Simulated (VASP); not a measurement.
C, 2 atoms in the cell. The structure is tetragonal, space group I4_1/amd (No. 141). The conventional cell has a = 2.485 Å, b = 2.485 Å, c = 3.537 Å, α = 90.00°, β = 90.00°, γ = 90.00°. Within 2.0 Å of C (site symmetry -4m2) lie 4 C at 1.52 Å.  This cell differs from its parent crystal: in-plane strain -0.005, then relaxed in part.

| Item | Value |
| --- | --- |
| Program | VASP 6.6.1 |
| Task | single point |
| Functional | LDA |
| Potentials or basis | VASP PAW LDA potentials, release 64 (C_h) |
| Cutoff | 1300 eV |
| k mesh | 12 × 12 × 12 |
| Occupations | gaussian, width 0.01 eV |
| Spin | no spin polarisation |
| Dipole correction | no |
| Further INCAR settings | ALGO = Normal; EDIFF = 1e-06; NBANDS = 11 |

Potentials or basis: VASP PAW LDA potentials, release 64 (C_h).

Run with:

```bash
$ cat potpaw_LDA.64/C_h/POTCAR > POTCAR
$ mpirun -np 1 vasp_std > vasp.out
```

Hardware: 1 thread of Intel(R) Xeon(R) Platinum 8488C (Sapphire Rapids), with other jobs on the host.

**Question.** How long does it take, and how much memory?

**Answer.** Run time: 30 s on 1 thread of Intel(R) Xeon(R) Platinum 8488C (Sapphire Rapids), on a shared host, peak memory 0.18 GiB. Counts: scf iterations 11, k points 163.
